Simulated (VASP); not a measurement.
# Co (Fm-3m) in VASP: single point with PBE

Aim: the single point of Co with PBE.

Program: VASP 6.6.1. These are calculated values, not measurements. Logs are shortened: lines on timing, memory, paths and dates and some standing lists are left out, and cuts for length are marked.

## 1. The cell of the first run

It takes space group Fm-3m (No. 225, cubic). Conventional cell: a = 3.542 Å, b = 3.542 Å, c = 3.542 Å, α = 90.00°, β = 90.00°, γ = 90.00°. Co (site symmetry m-3m) has 12 Co at 2.50 Å within 3.3 Å.

## 2. Single point, PBE, collinear spin, ferromagnetic start

The input, INCAR:

```
  PREC = Accurate
  ENCUT = 520
  EDIFF = 1E-6
  ISMEAR = 0
  SIGMA = 0.05
  LREAL = F
  LASPH = T
  NELM = 150
  ALGO = Normal
  ISIF = 2
  LWAVE = F
  LCHARG = F
  ISPIN = 2
  MAGMOM = 1.5
  LORBIT = 11
  LMAXMIX = 4
  GGA = PE
  NBANDS = 14
```

The input, KPOINTS:

```
Automatic mesh
0
Gamma
  10 10 10
```

The input, POSCAR:

```
Co
1.0
    0.0000000000      1.7708472648      1.7708472648
    1.7708472648      0.0000000000      1.7708472648
    1.7708472648      1.7708472648      0.0000000000
Co
1
Direct
    0.0000000000      0.0000000000      0.0000000000
```

Potentials or basis: VASP PAW PBE potentials, release 64 (Co).

Command:

```sh
$ cat potpaw_PBE.64/Co/POTCAR > POTCAR
$ mpirun -np 1 vasp_std > vasp.out
```

OUTCAR:

```text
PREC = Accurate
   ENCUT = 520
   EDIFF = 1E-6
   ISMEAR = 0
   LREAL = F
   LASPH = T
   NELM = 150
   ISIF = 2
   ISPIN = 2
   LORBIT = 11
   GGA = PE

 ion  position               nearest neighbor table
   1  0.000  0.000  0.000-

  LATTYP: Found a face centered cubic cell.
 ALAT       =     3.5416945296

  Lattice vectors:

 A1 = (   0.0000000000,   1.7708472648,   1.7708472648)
 A2 = (   1.7708472648,   0.0000000000,   1.7708472648)
 A3 = (   1.7708472648,   1.7708472648,   0.0000000000)

Analysis of symmetry for initial positions (statically):
=====================================================================
 Subroutine PRICEL returns:
 Original cell was already a primitive cell.

 Routine SETGRP: Setting up the symmetry group for a
 face centered cubic supercell.

 Subroutine GETGRP returns: Found 48 space group operations
 (whereof 48 operations were pure point group operations)
 out of a pool of 48 trial point group operations.

The static configuration has the point symmetry O_h .

Analysis of symmetry for dynamics (positions and initial velocities):
=====================================================================
 Subroutine PRICEL returns:
 Original cell was already a primitive cell.

 Routine SETGRP: Setting up the symmetry group for a
 face centered cubic supercell.

 Subroutine GETGRP returns: Found 48 space group operations
 (whereof 48 operations were pure point group operations)
 out of a pool of 48 trial point group operations.

The dynamic configuration has the point symmetry O_h .

Analysis of structural, dynamic, and magnetic symmetry:
=====================================================================
 Subroutine PRICEL returns:
 Original cell was already a primitive cell.

 Routine SETGRP: Setting up the symmetry group for a
 face centered cubic supercell.

 Subroutine GETGRP returns: Found 48 space group operations
 (whereof 48 operations were pure point group operations)
 out of a pool of 48 trial point group operations.

The overall configuration has the point symmetry O_h .

 Subroutine INISYM returns: Found 48 space group operations
 (whereof 48 operations are pure point group operations),
 and found     1 'primitive' translations

----------------------------------------------------------------------------------------

                                     Primitive cell

  volume of cell :      11.1064

  direct lattice vectors                    reciprocal lattice vectors
     0.000000000  1.770847265  1.770847265    -0.282350720  0.282350720  0.282350720
     1.770847265  0.000000000  1.770847265     0.282350720 -0.282350720  0.282350720
     1.770847265  1.770847265  0.000000000     0.282350720  0.282350720 -0.282350720

  length of vectors
     2.504356219  2.504356219  2.504356219     0.489045792  0.489045792  0.489045792

  position of ions in fractional coordinates (direct lattice)
     0.000000000  0.000000000  0.000000000

  ion indices of the primitive-cell ions
   primitive index   ion index
                 1           1

----------------------------------------------------------------------------------------

 KPOINTS: Automatic mesh

Automatic generation of k-mesh.
 Grid dimensions read from file:
 generate k-points for:   10   10   10

 Generating k-lattice:

  Cartesian coordinates                     Fractional coordinates (reciprocal lattice)
    -0.028235072  0.028235072  0.028235072     0.100000000  0.000000000  0.000000000
     0.028235072 -0.028235072  0.028235072     0.000000000  0.100000000  0.000000000
     0.028235072  0.028235072 -0.028235072     0.000000000  0.000000000  0.100000000

  Length of vectors
     0.048904579  0.048904579  0.048904579

  Shift w.r.t. Gamma in fractional coordinates (k-lattice)
     0.000000000  0.000000000  0.000000000

 Subroutine IBZKPT returns following result:
 ===========================================

 Found     47 irreducible k-points:

 Following reciprocal coordinates:
            Coordinates               Weight
  0.000000  0.000000  0.000000      1.000000
  0.100000  0.000000  0.000000      8.000000
  0.200000  0.000000  0.000000      8.000000
  0.300000  0.000000  0.000000      8.000000
  0.400000  0.000000  0.000000      8.000000
  0.500000  0.000000  0.000000      4.000000
[... 16 lines left out ...]
  0.300000  0.300000  0.000000      6.000000
  0.400000  0.300000  0.000000     24.000000
 [... further k-points ...]
   k-points           NKPTS =     47   k-points in BZ     NKDIM =     47   number of bands    NBANDS=     14
   number of dos      NEDOS =    301   number of ions     NIONS =      1
   total plane-waves  NPLWV =   8000
   dimension x,y,z NGX =    20 NGY =   20 NGZ =   20
   dimension x,y,z NGXF=    40 NGYF=   40 NGZF=   40
   ions per type =               1
   NGX,Y,Z   is equivalent  to a cutoff of  13.28, 13.28, 13.28 a.u.
   NGXF,Y,Z  is equivalent  to a cutoff of  26.55, 26.55, 26.55 a.u.
 SYSTEM =  unknown system
   PREC   = accura    normal or accurate (medium, high low for compatibility)
   ISTART =      0    job   : 0-new  1-cont  2-samecut
   ICHARG =      2    charge: 1-file 2-atom 10-const
   ISPIN  =      2    spin polarized calculation?
   LNONCOLLINEAR =      F non collinear calculations
   LSORBIT =      F    spin-orbit coupling
   LASPH  =      T    aspherical Exc in radial PAW
   ENCUT  =  520.0 eV  38.22 Ry    6.18 a.u.   4.66  4.66  4.66*2*pi/ulx,y,z
   NELM   =    150;   NELMIN=  2; NELMDL= -5     # of ELM steps
   EDIFF  = 0.1E-05   stopping-criterion for ELM
   LREAL  =      F    real-space projection
   EDIFFG = 0.1E-04   stopping-criterion for IOM
   NSW    =      0    number of steps for IOM
   IBRION =     -1    ionic relax: 0-MD 1-quasi-New 2-CG
   NFREE  =      0    steps in history (QN), initial steepest desc. (CG)
   ISIF   =      2    stress and relaxation
   ISYM   =      2    0-nonsym 1-usesym 2-fastsym
   POTIM  = 0.5000    time-step for ionic-motion
   TEBEG  =    0.0;   TEEND  =   0.0 temperature during run
   PSTRESS=    0.0 pullay stress
   NELECT =       9.0000    total number of electrons
   NUPDOWN=      -1.0000    fix difference up-down
   EMIN   =  10.00;   EMAX   =-10.00  energy-range for DOS
   EFERMI =   0.00;   METHOD = LEGACY
   ISMEAR =     0;   SIGMA  =   0.05  broadening in eV -4-tet -1-fermi 0-gaus
   EFERMI_NEDOS =   21; number of points for ismear=-14 and -15
   IALGO  =     38    algorithm
   IMIX   =      4    mixing-type and parameters
     AMIX     =   0.40;   BMIX     =  1.00
     AMIX_MAG =   1.60;   BMIX_MAG =  1.00
  volume/ion in A,a.u.               =      11.11        74.95
  Fermi-wavevector in a.u.,A,eV,Ry     =   1.526270  2.884231 31.694753  2.329499
  Thomas-Fermi vector in A             =   2.634326
   LORBIT       =     11    0 simple, 1 ext, 2 COOP (PROOUT), +10 PAW based schemes
   GGA     = PE    functional components
   LHFCALC =     F    Hartree Fock is set to
   AEXX    =    0.0000 exact exchange contribution
   IVDW    =     0    specifies the selected vdW correction
   LEPSILON=     F    determine dielectric tensor
   LRPA    =     F    only Hartree local field effects (RPA)
 spin polarized calculation
 Gauss-broadening in eV      SIGMA  =   0.05
  energy-cutoff  :      520.00
  volume of cell :       11.11
 maximum number of plane-waves:       311
   NGX =  9   NGY =  9   NGZ =  9

 number of electron       9.0000001 magnetization       1.7296670

 Free energy of the ion-electron system (eV)
  ---------------------------------------------------
  ext. energy  EPLUGINS =         0.00000000
  ---------------------------------------------------
  free energy    TOTEN  =        -7.02253537 eV

  energy without entropy =       -7.02086318  energy(sigma->0) =       -7.02169928

 E-fermi :  10.0195     XC(G=0): -13.2691

 val. band max:       10.0188134440   @ k =   0.2000   0.1000   0.0000
 cond. band min:      10.0269761330   @ k =  -0.2000   0.3000   0.1000
 fundamental gap:      0.0081626890
 Fermi energy:        10.0195037551

 spin component 1

 k-point     1 :       0.0000    0.0000    0.0000
  band No.  band energies     occupation
      1       1.1339      1.00000
      2       7.2946      1.00000
      3       7.2946      1.00000
      4       7.2946      1.00000
      5       8.2776      1.00000
      6       8.2776      1.00000
      7      32.8578      0.00000
      8      37.0191      0.00000
      9      37.0191      0.00000
     10      37.0191      0.00000
     11      40.1156      0.00000
     12      40.1156      0.00000
     13      40.1156      0.00000
     14      42.7511      0.00000
[... 375 lines left out ...]
 k-point    24 :       0.4000    0.3000    0.0000
  band No.  band energies     occupation
      1       5.0207      1.00000
      2       5.8644      1.00000
      3       8.0815      1.00000
      4       8.5361      1.00000
      5       9.0896      1.00000
      6       9.9731      0.90549
      7      23.8775      0.00000
      8      24.9812      0.00000
      9      26.7546      0.00000
     10      31.0190      0.00000
     11      35.5594      0.00000
     12      46.4197      0.00000
     13      49.2703      0.00000
     14      49.9815      0.00000

 [... further k-points ...]

 spin component 2

 k-point     1 :       0.0000    0.0000    0.0000
  band No.  band energies     occupation
      1       1.1736      1.00000
      2       8.9450      1.00000
      3       8.9450      1.00000
      4       8.9450      1.00000
      5      10.3683      0.00000
      6      10.3683      0.00000
      7      32.5519      0.00000
      8      37.2094      0.00000
      9      37.2094      0.00000
     10      37.2094      0.00000
     11      40.4484      0.00000
     12      40.4484      0.00000
     13      40.4484      0.00000
     14      42.4022      0.00000
[... 375 lines left out ...]
 k-point    24 :       0.4000    0.3000    0.0000
  band No.  band energies     occupation
      1       5.8571      1.00000
      2       7.2416      1.00000
      3       9.4123      1.00000
      4      10.4457      0.00000
      5      11.1369      0.00000
      6      11.3456      0.00000
      7      24.2704      0.00000
      8      25.4594      0.00000
      9      27.0484      0.00000
     10      31.3441      0.00000
     11      36.0119      0.00000
     12      49.4063      0.00000
     13      49.6210      0.00000
     14      50.6278      0.00000

 [... further k-points ...]
[... 5 lines left out ...]
  --------------------------------------------------------------------------------------
  -------------------------------------------------------------------------------------
  Total       -0.2176702     -0.2176702     -0.2176702      0.0000000      0.0000000      0.0000000
  in kB      -31.4004791    -31.4004791    -31.4004791      0.0000000      0.0000000      0.0000000
  external PRESSURE =     -31.4004791 kB  Pullay stress =       0.0000000 kB

 VOLUME and BASIS-vectors are now :
 -----------------------------------------------------------------------------
  energy-cutoff  :      520.00
  volume of cell :       11.11
      direct lattice vectors                 reciprocal lattice vectors
     0.000000000  1.770847265  1.770847265    -0.282350720  0.282350720  0.282350720
     1.770847265  0.000000000  1.770847265     0.282350720 -0.282350720  0.282350720
     1.770847265  1.770847265  0.000000000     0.282350720  0.282350720 -0.282350720

 POSITION                                       TOTAL-FORCE (eV/Angst)
 -----------------------------------------------------------------------------------
      0.00000      0.00000      0.00000        -0.000000      0.000000      0.000000
 -----------------------------------------------------------------------------------
    total drift:                                0.000000      0.000000      0.000000

  FREE ENERGIE OF THE ION-ELECTRON SYSTEM (eV)
  ---------------------------------------------------
  free  energy   TOTEN  =        -7.0225353700 eV

  energy  without entropy=       -7.0208631821  energy(sigma->0) =       -7.02169928

 total charge

# of ion       s       p       d       tot
------------------------------------------
    1        0.483   0.507   7.235   8.225

 magnetization (x)

# of ion       s       p       d       tot
------------------------------------------
    1       -0.009  -0.043   1.800   1.748
```

It took 15 s on 1 thread of Intel Xeon 6975P-C, shared host; peak memory 0.14 GiB.

What came out:

```yaml
Free_energy: -7.0225 eV
Pressure: -3.1 GPa
Net_moment: 1.73 μB per cell
Site_moments: Co +1.75 μB
Valence_electrons_inside_the_program's_atomic_spheres: Co 8.22
```
